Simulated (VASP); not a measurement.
# Bi (C2/m) in VASP: notebook

Bi is run at these levels: LDA, PBEsol; tasks: relaxation of cell and atoms.

All numbers are computed with VASP 6.6.1; they aren't measurements. Logs are shortened: lines on timing, memory, paths and dates and some standing lists are left out, and cuts for length are marked.

### 1 The cell of the first run

The structure is monoclinic, space group C2/m (No. 12). Conventional cell: a = 6.977 Å, b = 6.265 Å, c = 3.359 Å, α = 90.00°, β = 112.04°, γ = 90.00°. Bi (site symmetry m) has 9 Bi at 3.21 to 3.99 Å within 4.2 Å.

### 2 Relaxation of cell and atoms, LDA

Contents of INCAR:

```
  ALGO = Fast
  EDIFF = 1E-6
  EDIFFG = -0.01
  ENCUT = 600
  IBRION = 2
  ISIF = 3
  ISMEAR = -1
  LASPH = True
  LCHARG = False
  LREAL = False
  LWAVE = False
  NELM = 100
  NSW = 60
  PREC = Accurate
  SIGMA = 0.05
```

Contents of KPOINTS:

```
k-points
0
Gamma
  6 6 9
```

Contents of POSCAR:

```
Bi
1.0
    3.4885980000     -3.1325780000      0.0000000000
    3.4885980000      3.1325780000      0.0000000000
   -1.2602350000      0.0000000000      3.1135500000
Bi
2
Direct
    0.7530610000      0.7530610000      0.8573820000
    0.2469390000      0.2469390000      0.1426180000
```

Potentials or basis: VASP PAW LDA potentials, release 64 (Bi_d).

Started as:

```sh
$ cat potpaw_LDA.64/Bi_d/POTCAR > POTCAR
$ mpirun -np 1 vasp_std > vasp.out
```

OUTCAR:

```text
EDIFF = 1E-6
   EDIFFG = -0.01
   ENCUT = 600
   IBRION = 2
   ISIF = 3
   ISMEAR = -1
   LASPH = True
   LREAL = False
   NELM = 100
   NSW = 60
   PREC = Accurate

 ion  position               nearest neighbor table
   1  0.753  0.753  0.857-   2 3.21   2 3.28   2 3.28   2 3.45
   2  0.247  0.247  0.143-   1 3.21   1 3.28   1 3.28   1 3.45

  LATTYP: Found a base centered monoclinic cell.
 ALAT       =     6.9771960000
 B/A-ratio  =     0.8979475423
 C/A-ratio  =     0.4814149259
 COS(beta)  =    -0.3751898342

  Lattice vectors:

 A1 = (   3.4885980000,  -3.1325780000,   0.0000000000)
 A2 = (   3.4885980000,   3.1325780000,   0.0000000000)
 A3 = (  -1.2602350000,   0.0000000000,   3.1135500000)

Analysis of symmetry for initial positions (statically):
=====================================================================
 Subroutine PRICEL returns:
 Original cell was already a primitive cell.

 Routine SETGRP: Setting up the symmetry group for a
 base centered monoclinic supercell.

 Subroutine GETGRP returns: Found  4 space group operations
 (whereof  4 operations were pure point group operations)
 out of a pool of  4 trial point group operations.

The static configuration has the point symmetry C_2h.

Analysis of symmetry for dynamics (positions and initial velocities):
=====================================================================
 Subroutine PRICEL returns:
 Original cell was already a primitive cell.

 Routine SETGRP: Setting up the symmetry group for a
 base centered monoclinic supercell.

 Subroutine GETGRP returns: Found  4 space group operations
 (whereof  4 operations were pure point group operations)
 out of a pool of  4 trial point group operations.

The dynamic configuration has the point symmetry C_2h.

 Subroutine INISYM returns: Found  4 space group operations
 (whereof  4 operations are pure point group operations),
 and found     1 'primitive' translations

----------------------------------------------------------------------------------------

                                     Primitive cell

  volume of cell :      68.0517

  direct lattice vectors                    reciprocal lattice vectors
     3.488598000 -3.132578000  0.000000000     0.143324052 -0.159612945  0.058011590
     3.488598000  3.132578000  0.000000000     0.143324052  0.159612945  0.058011590
    -1.260235000  0.000000000  3.113550000     0.000000000  0.000000000  0.321176792

  length of vectors
     4.688641694  4.688641694  3.358926295     0.222223807  0.222223807  0.321176792

  position of ions in fractional coordinates (direct lattice)
     0.753061000  0.753061000  0.857382000
     0.246939000  0.246939000  0.142618000

  ion indices of the primitive-cell ions
   primitive index   ion index
                 1           1
                 2           2

----------------------------------------------------------------------------------------

 KPOINTS: k-points

Automatic generation of k-mesh.
 Grid dimensions read from file:
 generate k-points for:    6    6    9

 Generating k-lattice:

  Cartesian coordinates                     Fractional coordinates (reciprocal lattice)
     0.023887342 -0.026602157  0.009668598     0.166666667  0.000000000 -0.000000000
     0.023887342  0.026602157  0.009668598     0.000000000  0.166666667 -0.000000000
     0.000000000  0.000000000  0.035686310     0.000000000  0.000000000  0.111111111

  Length of vectors
     0.037037301  0.037037301  0.035686310

  Shift w.r.t. Gamma in fractional coordinates (k-lattice)
     0.000000000  0.000000000  0.000000000

 Subroutine IBZKPT returns following result:
 ===========================================

 Found     97 irreducible k-points:

 Following reciprocal coordinates:
            Coordinates               Weight
  0.000000  0.000000  0.000000      1.000000
  0.166667  0.000000  0.000000      4.000000
  0.333333  0.000000  0.000000      4.000000
  0.500000  0.000000  0.000000      2.000000
  0.166667  0.166667  0.000000      2.000000
  0.333333  0.166667  0.000000      4.000000
[... 16 lines left out ...]
 -0.333333  0.166667  0.111111      4.000000
 -0.166667  0.166667  0.111111      4.000000
 [... further k-points ...]
   k-points           NKPTS =     97   k-points in BZ     NKDIM =     97   number of bands    NBANDS=     19
   number of dos      NEDOS =    301   number of ions     NIONS =      2
   total plane-waves  NPLWV =  44800
   dimension x,y,z NGX =    40 NGY =   40 NGZ =   28
   dimension x,y,z NGXF=    80 NGYF=   80 NGZF=   56
   ions per type =               2
   NGX,Y,Z   is equivalent  to a cutoff of  14.18, 14.18, 13.86 a.u.
   NGXF,Y,Z  is equivalent  to a cutoff of  28.37, 28.37, 27.72 a.u.
 SYSTEM =  unknown system
   PREC   = accura    normal or accurate (medium, high low for compatibility)
   ISTART =      0    job   : 0-new  1-cont  2-samecut
   ICHARG =      2    charge: 1-file 2-atom 10-const
   ISPIN  =      1    spin polarized calculation?
   LNONCOLLINEAR =      F non collinear calculations
   LSORBIT =      F    spin-orbit coupling
   LASPH  =      T    aspherical Exc in radial PAW
   ENCUT  =  600.0 eV  44.10 Ry    6.64 a.u.   9.36  9.36  6.71*2*pi/ulx,y,z
   NELM   =    100;   NELMIN=  2; NELMDL= -5     # of ELM steps
   EDIFF  = 0.1E-05   stopping-criterion for ELM
   LREAL  =      F    real-space projection
   EDIFFG = -.1E-01   stopping-criterion for IOM
   NSW    =     60    number of steps for IOM
   IBRION =      2    ionic relax: 0-MD 1-quasi-New 2-CG
   NFREE  =      1    steps in history (QN), initial steepest desc. (CG)
   ISIF   =      3    stress and relaxation
   ISYM   =      2    0-nonsym 1-usesym 2-fastsym
   POTIM  = 0.5000    time-step for ionic-motion
   TEBEG  =    0.0;   TEEND  =   0.0 temperature during run
   PSTRESS=    0.0 pullay stress
   NELECT =      30.0000    total number of electrons
   NUPDOWN=      -1.0000    fix difference up-down
   EMIN   =  10.00;   EMAX   =-10.00  energy-range for DOS
   EFERMI =   0.00;   METHOD = LEGACY
   ISMEAR =    -1;   SIGMA  =   0.05  broadening in eV -4-tet -1-fermi 0-gaus
   EFERMI_NEDOS =   21; number of points for ismear=-14 and -15
   IALGO  =     68    algorithm
   IMIX   =      4    mixing-type and parameters
     AMIX     =   0.40;   BMIX     =  1.00
     AMIX_MAG =   1.60;   BMIX_MAG =  1.00
  volume/ion in A,a.u.               =      34.03       229.62
  Fermi-wavevector in a.u.,A,eV,Ry     =   1.245955  2.354514 21.121737  1.552404
  Thomas-Fermi vector in A             =   2.380154
   LORBIT       =      0    0 simple, 1 ext, 2 COOP (PROOUT), +10 PAW based schemes
   GGA     = CA    functional components
   LHFCALC =     F    Hartree Fock is set to
   AEXX    =    0.0000 exact exchange contribution
   IVDW    =     0    specifies the selected vdW correction
   LEPSILON=     F    determine dielectric tensor
   LRPA    =     F    only Hartree local field effects (RPA)
 conjugate gradient relaxation of ions
 non-spin polarized calculation
 RMM-DIIS sequential band-by-band and
  energy-cutoff  :      600.00
  volume of cell :       68.05
 maximum number of plane-waves:      2286
 NGX is ok and might be reduce to    40
   NGX = 19   NGY = 19   NGZ = 13

--------------------------------------- Ionic step        1  -------------------------------------------

 number of electron      30.0000000 magnetization

 Free energy of the ion-electron system (eV)
  ---------------------------------------------------
  ext. energy  EPLUGINS =         0.00000000
  ---------------------------------------------------
  free energy    TOTEN  =        -9.02212045 eV

  energy without entropy =       -9.01392427  energy(sigma->0) =       -9.01802236

------------------------ aborting loop because EDIFF is reached ----------------------------------------

  FORCE on cell =-STRESS in cart. coord.  units (eV):
  Direction    XX          YY          ZZ          XY          YZ          ZX
  --------------------------------------------------------------------------------------
  -------------------------------------------------------------------------------------
  Total       -1.4669786     -1.8135816     -1.2730330      0.0000000      0.0000000     -0.0752502
  in kB      -34.5378815    -42.6981453    -29.9717153      0.0000000      0.0000000     -1.7716566
  external PRESSURE =     -35.7359140 kB  Pullay stress =       0.0000000 kB
[... 89 lines left out ...]
  FREE ENERGIE OF THE ION-ELECTRON SYSTEM (eV)
  ---------------------------------------------------
  free  energy   TOTEN  =        -9.0788846887 eV

  energy  without entropy=       -9.0710461778  energy(sigma->0) =       -9.07496543

[... ionic steps 4 to 40 ...]

--------------------------------------- Ionic step       41  -------------------------------------------

 number of electron      29.9999999 magnetization

------------------------ aborting loop because EDIFF is reached ----------------------------------------

  FORCE on cell =-STRESS in cart. coord.  units (eV):
  Direction    XX          YY          ZZ          XY          YZ          ZX
  --------------------------------------------------------------------------------------
  -------------------------------------------------------------------------------------
  Total        0.0383875     -0.0186732     -0.0050920      0.0000000      0.0000000      0.0104368
  in kB        0.9716243     -0.4726353     -0.1288836      0.0000000      0.0000000      0.2641663
  external PRESSURE =       0.1233685 kB  Pullay stress =       0.0000000 kB
[... 57 lines left out ...]
  energy  without entropy=       -9.0762878824  energy(sigma->0) =       -9.07930436

--------------------------------------- Ionic step       43  -------------------------------------------

 number of electron      29.9999999 magnetization

 Free energy of the ion-electron system (eV)
  ---------------------------------------------------
  ext. energy  EPLUGINS =         0.00000000
  ---------------------------------------------------
  free energy    TOTEN  =        -9.08234208 eV

  energy without entropy =       -9.07635544  energy(sigma->0) =       -9.07934876

 E-fermi :   7.4218     XC(G=0): -10.3707

 val. band max:        7.3299088206   @ k =  -0.1667  -0.3333   0.2222
 cond. band min:       7.4447755378   @ k =  -0.1667   0.3333   0.1111
 fundamental gap:      0.1148667172
 Fermi energy:         7.4218472135

 k-point     1 :       0.0000    0.0000    0.0000
  band No.  band energies     occupation
      1     -15.6183      2.00000
      2     -15.5497      2.00000
      3     -15.5133      2.00000
      4     -15.4935      2.00000
      5     -15.4099      2.00000
      6     -15.3628      2.00000
[... 11 lines left out ...]
     18      11.6735      0.00000
     19      11.8822      0.00000
[... 489 lines left out ...]
      3     -15.5156      2.00000
      4     -15.4589      2.00000
      5     -15.3815      2.00000
      6     -15.3699      2.00000
[... 11 lines left out ...]
     18      10.8964      0.00000
     19      12.0365      0.00000

 [... further k-points ...]

------------------------ aborting loop because EDIFF is reached ----------------------------------------

  FORCE on cell =-STRESS in cart. coord.  units (eV):
  Direction    XX          YY          ZZ          XY          YZ          ZX
  --------------------------------------------------------------------------------------
  -------------------------------------------------------------------------------------
  Total        0.0139682     -0.0069382     -0.0114769      0.0000000      0.0000000     -0.0046922
  in kB        0.3534646     -0.1755699     -0.2904223      0.0000000      0.0000000     -0.1187358
  external PRESSURE =      -0.0375092 kB  Pullay stress =       0.0000000 kB
[... 17 lines left out ...]
  FREE ENERGIE OF THE ION-ELECTRON SYSTEM (eV)
  ---------------------------------------------------
  free  energy   TOTEN  =        -9.0823420764 eV

  energy  without entropy=       -9.0763554400  energy(sigma->0) =       -9.07934876

 reached required accuracy - stopping structural energy minimisation
```

Wall time 65 min (1 thread of Intel Xeon Platinum 8259CL at 2.50GHz (Skylake/Cascade Lake), shared host); peak memory 0.27 GiB.

Results:

```yaml
Free_energy: -9.0823 eV
Relaxed_volume: 31.66 Å³/atom
Relaxed_cell: a = 4.571 Å, b = 4.571 Å, c = 3.316 Å, α = 106.93°, β = 106.93°, γ = 82.29°
Space_group_after_relaxing_to_0.1_Å: C2/m (No. 12)
Energy_gained_by_relaxing: 30.1 meV/atom
Ionic_steps: 43
Pressure_after_relaxing: 0.0 GPa
Largest_force_after_relaxing: 0.009 eV/Å
Band_gap_on_the_k_mesh: zero (bands 15 and 16 overlap by 4.70 eV)
```

Forces in eV/Å, atoms in the order of the input:
```
Bi   0.008  0.000 -0.005
Bi  -0.008  0.000  0.005
```

Step by step:
```tsv
step	energy change (eV)	largest force (eV/Å)	pressure (GPa)	volume (Å³)
1	0.0000	0.0844	-3.57	68.05
3	-0.0568	0.0320	-0.26	63.41
5	-0.0567	0.0332	0.22	63.27
7	-0.0572	0.0318	-0.16	63.59
9	-0.0576	0.0284	0.02	63.39
11	-0.0578	0.0250	0.00	63.40
13	-0.0580	0.0223	-0.04	63.31
15	-0.0581	0.0182	-0.02	63.33
17	-0.0582	0.0162	0.01	63.26
19	-0.0583	0.0134	0.02	63.25
21	-0.0587	0.0184	-0.05	63.34
23	-0.0592	0.0227	-0.27	63.73
25	-0.0593	0.0097	-0.20	63.55
27	-0.0594	0.0125	-0.25	63.58
29	-0.0596	0.0160	-0.21	63.56
31	-0.0597	0.0192	-0.16	63.50
33	-0.0600	0.0168	0.07	63.22
35	-0.0600	0.0138	0.07	63.26
37	-0.0601	0.0088	-0.03	63.36
39	-0.0601	0.0074	-0.03	63.34
41	-0.0602	0.0077	0.01	63.30
43	-0.0602	0.0090	0.00	63.31
```

Final structure:
```xyz
2
Lattice="3.4422 -3.0078 -0.0217 3.4422 3.0078 -0.0217 -1.2630 0.0000 3.0657" Properties=species:S:1:pos:R:3 pbc="T T T"
Bi    4.1223    0.0000    2.5441
Bi    1.4991    0.0000    0.4781
```

Caveat: spin-orbit coupling is left out, which moves the levels of the heavy elements.

### 3 Relaxation of cell and atoms, PBEsol

Contents of INCAR:

```
SYSTEM = Bi
  PREC = Accurate
  ENCUT = 600
  EDIFF = 1E-6
  ISMEAR = -1
  SIGMA = 0.05
  LREAL = .FALSE.
  LASPH = .TRUE.
  NELM = 100
  ALGO = Fast
  ISIF = 3
  LWAVE = .FALSE.
  LCHARG = .FALSE.
  GGA = PS
  IBRION = 2
  NSW = 60
  EDIFFG = -0.01
```

Contents of KPOINTS:

```
regular mesh
0
G
  6 6 9
  0 0 0
```

POSCAR is that of step 2.

Potentials or basis: VASP PAW PBE potentials, release 64 (Bi_d).

Started as:

```sh
$ cat potpaw_PBE.64/Bi_d/POTCAR > POTCAR
$ mpirun -np 1 vasp_std > vasp.out
```

Run time: 61 min. Hardware: 1 thread of Intel Xeon Platinum 8259CL at 2.50GHz (Skylake/Cascade Lake), shared host; peak memory 0.32 GiB.

The run converged. Its results:

| Quantity | Value |
| --- | --- |
| Free energy | -8.5739 eV |
| Relaxed volume | 32.34 Å³/atom |
| Relaxed cell | a = 4.606 Å, b = 4.606 Å, c = 3.341 Å, α = 107.08°, β = 107.08°, γ = 82.14° |
| Space group after relaxing (to 0.1 Å) | C2/m (No. 12) |
| Energy gained by relaxing | 16.5 meV/atom |
| Ionic steps | 49 |
| Pressure after relaxing | 0.0 GPa |
| Largest force after relaxing | 0.008 eV/Å |
| Band gap on the k mesh | zero (bands 15 and 16 overlap by 4.57 eV) |

Forces on the atoms (eV/Å):
```
Bi   0.003  0.000 -0.007
Bi  -0.003  0.000  0.007
```

The path:
```tsv
step	energy change (eV)	largest force (eV/Å)	pressure (GPa)	volume (Å³)
1	0.0000	0.0571	-2.51	68.05
3	-0.0288	0.0298	0.25	64.72
5	-0.0287	0.0303	-0.10	64.82
7	-0.0296	0.0325	-0.09	64.86
9	-0.0298	0.0285	-0.05	64.71
11	-0.0298	0.0380	0.19	64.53
13	-0.0301	0.0240	0.18	64.52
15	-0.0304	0.0158	0.14	64.62
17	-0.0305	0.0266	-0.22	64.81
19	-0.0305	0.0224	-0.02	64.71
21	-0.0305	0.0189	-0.02	64.71
23	-0.0307	0.0275	0.06	64.63
25	-0.0307	0.0282	0.06	64.65
27	-0.0312	0.0287	0.00	64.72
29	-0.0321	0.0181	-0.27	65.01
31	-0.0321	0.0204	-0.21	64.97
33	-0.0325	0.0167	-0.15	64.89
35	-0.0326	0.0202	-0.09	64.80
37	-0.0326	0.0218	-0.09	64.79
39	-0.0327	0.0189	-0.08	64.76
41	-0.0328	0.0136	0.10	64.54
43	-0.0329	0.0153	0.04	64.61
45	-0.0329	0.0111	0.04	64.67
47	-0.0329	0.0108	-0.05	64.69
49	-0.0329	0.0081	-0.02	64.68
```

Final structure:
```
Bi
1.0
     3.47279   -3.02621   -0.02605
     3.47279    3.02621   -0.02605
    -1.27823    0.00000    3.08676
Bi
2
Direct
  0.75338 0.75338 0.83902
  0.24662 0.24662 0.16098
```

Levels at points of the mesh, in eV from the Fermi level:
| k point | band 13 | band 14 | band 15 | band 16 | band 17 | band 18 |
| --- | --- | --- | --- | --- | --- | --- |
| (0.00, 0.00, 0.00) | -3.32 | -2.85 | 2.67 | 3.07 | 3.96 | 4.22 |
| (0.50, 0.00, 0.00) | -1.22 | -0.97 | -0.66 | -0.62 | 3.40 | 4.36 |
| (0.50, 0.50, 0.00) | -5.26 | -5.24 | 2.66 | 4.15 | 5.54 | 6.17 |

Caveat: the PAW data sets were made with another functional, which shifts forces and pressure a little; spin-orbit coupling is left out, which moves the levels of the heavy elements.
